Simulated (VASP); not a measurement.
Runs of VASP 6.6.1 on ZnO. The structure is that of space group P6_3mc (No. 186), or close to it. The cells are those of the table. 

```tsv
cell	gap on the mesh (eV)	pressure (GPa)	largest force (eV/Å)
a = 3.106, b = 3.106, c = 5.424 Å, angles 90.0, 90.0, 120.0°, 4 atoms	0.85	1.2	1.83
a = 3.146, b = 3.146, c = 5.290 Å, angles 90.0, 90.0, 120.0°, 4 atoms	(a)	0.9	(b)
a = 3.231, b = 3.231, c = 5.015 Å, angles 90.0, 90.0, 120.0°, 4 atoms	0.89	1.7	0.62
a = 3.187, b = 3.187, c = 5.153 Å, angles 90.0, 90.0, 120.0°, 4 atoms	0.81	1.1	-
```

Alike in all rows: task single point; level LDA; potentials or basis VASP PAW LDA potentials, release 64 (Zn, O); no spin polarisation; k mesh 12 × 12 × 6; cutoff (eV) 520; smearing gaussian 0.05 eV.

Problem. Estimate the missing entries.

Solution. (a) 0.80; (b) 0.66.

Caveats: forces of over 1 eV/Å act on the atoms, so gaps and moduli don't describe the material at rest (some runs).

